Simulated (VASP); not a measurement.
Here is a VASP 6.6.1 calculation.

INCAR

```
SYSTEM = SnAs
PREC     = Accurate       ! precision mode
ENCUT    = 520            ! plane-wave cutoff, eV
EDIFF    = 1E-6           ! SCF threshold, eV
ISMEAR   = -1             ! smearing method
SIGMA    = 0.05           ! smearing width, eV
LREAL    = .False.        ! projectors in reciprocal space
LASPH    = .True.         ! aspherical terms in the spheres
NELM     = 100            ! most SCF steps
ALGO     = Normal         ! electronic algorithm
ISIF     = 2              ! what is computed and relaxed
LWAVE    = .False.        ! write WAVECAR
LCHARG   = .False.        ! write CHGCAR
NBANDS   = 16             ! bands
```

File KPOINTS:

```
Automatic mesh
0
Gamma
  11 11 11
  0 0 0
```

The input POSCAR:

```
SnAs
1.0
    0.0000000000      2.8768709376      2.8768709376
    2.8768709376      0.0000000000      2.8768709376
    2.8768709376      2.8768709376      0.0000000000
Sn As
1 1
Direct
    0.5000000000      0.5000000000      0.5000000000
    0.0000000000      0.0000000000      0.0000000000
```

Potentials or basis: VASP PAW LDA potentials, release 64 (Sn_d, As).

The run is started by

```console
$ cat potpaw_LDA.64/Sn_d/POTCAR potpaw_LDA.64/As/POTCAR > POTCAR
$ mpirun -np 1 vasp_std > vasp.out
```

**Question.** Predict the pressure.

**Answer.** -3.0 GPa.
